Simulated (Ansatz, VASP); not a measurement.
## ZnS in VASP and in Ansatz

Contents of POSCAR:

```
ZnS
1.0
    3.8110000000      0.0000000000      0.0000000000
   -1.9055000000      3.3004228138      0.0000000000
    0.0000000000      0.0000000000      6.2340000000
Zn S
2 2
Direct
    0.3333333333      0.6666666667      0.0000000000
    0.6666666667      0.3333333333      0.5000000000
    0.3333333333      0.6666666667      0.3850000000
    0.6666666667      0.3333333333      0.8850000000
```

Contents of INCAR.step1:

```
SYSTEM = ZnS
PREC     = Accurate       ! precision mode
ENCUT    = 520            ! plane-wave cutoff, eV
ISMEAR   = 0              ! smearing method
SIGMA    = 0.05           ! smearing width, eV
LREAL    = .FALSE.        ! projectors in reciprocal space
LASPH    = .TRUE.         ! aspherical terms in the spheres
NELM     = 80             ! most SCF steps
NBANDS   = 26             ! bands
GGA      = PE             ! functional
ALGO     = Normal         ! electronic algorithm
EDIFF    = 1E-4           ! SCF threshold, eV
LWAVE    = .TRUE.         ! write WAVECAR
LCHARG   = .FALSE.        ! write CHGCAR
```

File INCAR.step2:

```
SYSTEM = ZnS
PREC     = Accurate       ! precision mode
ENCUT    = 520            ! plane-wave cutoff, eV
EDIFF    = 1E-6           ! SCF threshold, eV
ISMEAR   = 0              ! smearing method
SIGMA    = 0.05           ! smearing width, eV
LREAL    = .FALSE.        ! projectors in reciprocal space
LASPH    = .TRUE.         ! aspherical terms in the spheres
NELM     = 80             ! most SCF steps
ALGO     = Normal         ! electronic algorithm
ISIF     = 2              ! what is computed and relaxed
LWAVE    = .FALSE.        ! write WAVECAR
LCHARG   = .TRUE.         ! write CHGCAR
METAGGA  = R2SCAN         ! meta-GGA
LMIXTAU  = .TRUE.       
LELF     = .TRUE.         ! ELF
LVHAR    = .TRUE.       
NBANDS   = 26             ! bands
ISTART   = 1
```

KPOINTS

```
Automatic mesh
0
G
  9 9 6
  0 0 0
```

Input for Ansatz:

```yaml
crystal:
  lattice:
    - [3.811, 0.0, 0.0]
    - [-1.9055, 3.3004228138, 0.0]
    - [0.0, 0.0, 6.234]
  atoms:
    - { symbol: Zn, position: [0.3333333333, 0.6666666667, 0.0] }
    - { symbol: Zn, position: [0.6666666667, 0.3333333333, 0.5] }
    - { symbol: S, position: [0.3333333333, 0.6666666667, 0.385] }
    - { symbol: S, position: [0.6666666667, 0.3333333333, 0.885] }
basis:
  ecutwfc: 500
  fft_grid_basis: typed
kpoints:
  mp_grid: { grid: [9, 9, 6] }
hamiltonian:
  xc: r2scan
  pseudopotentials: { kind: paw }
scf:
  occupations: { method: gaussian, width: 0.05 }
output:
  forces: true
  stress: true
  eigenvalues: true
  bader: true
  write_density: true
  volumetric_format: npy
```

Alike in both runs: task single point; functional r2SCAN; k mesh 9 × 9 × 6; occupations gaussian, width 0.05 eV; no spin polarisation.

```csv
,VASP,Ansatz
version,VASP 6.6.1,Ansatz 0.2.0
potentials or method,"VASP PAW PBE potentials, release 64 (Zn, S), cutoff 520 eV","scalar-relativistic, plane waves, PAW"
valence electrons in the cell,36,36
```

Ansatz gave:

```
gap on the k mesh at the Fermi level (eV)                     : 2.82
pressure (GPa)                                                : 0.1
traceless stress, the component that is largest in VASP (GPa) : -1.27
rms of the force components (eV/Å)                            : 0.183
```

**Question.** Which values does VASP return?

**Answer.** gap on the k mesh at the Fermi level (eV): 2.83; pressure (GPa): 0.2; traceless stress, the component that is largest in VASP (GPa): -1.27; rms of the force components (eV/Å): 0.184.

VASP's potentials were made for PBE, not for r2SCAN. Atom by atom the forces differ by 0.001 eV/Å (rms over components).
